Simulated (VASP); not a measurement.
Sb:

```
CELL_PARAMETERS angstrom
0.00000 2.30500 2.30500
2.30500 0.00000 2.30500
2.30500 2.30500 0.00000
ATOMIC_POSITIONS crystal
Sb 0.00000 0.00000 0.00000
```

This isn't the form of Sb at room conditions, which is rhombohedral.

Base run:

```yaml
Program: VASP 6.6.1
Functional: r2SCAN
Potentials_or_basis: VASP PAW PBE potentials, release 64 (Sb)
Cutoff: 550 eV
k_mesh: 12 × 12 × 12
Occupations: fermi-dirac, width 0.05 eV
Spin: no spin polarisation
```

Its results: band gap on the k mesh zero (an odd number of electrons rules out a gap without spin polarisation); pressure 7.9 GPa.

Question: The run is repeated on the same cell with these changes: functional from r2SCAN to PBEsol; cutoff from 550 eV to 500 eV. What comes out?

Answer: Band gap on the k mesh zero (an odd number of electrons rules out a gap without spin polarisation); pressure 5.2 GPa.

Caveats: the cell stands under pressure; the PAW data sets were made with another functional, which shifts forces and pressure a little; spin-orbit coupling is left out, which moves the levels of the heavy elements.
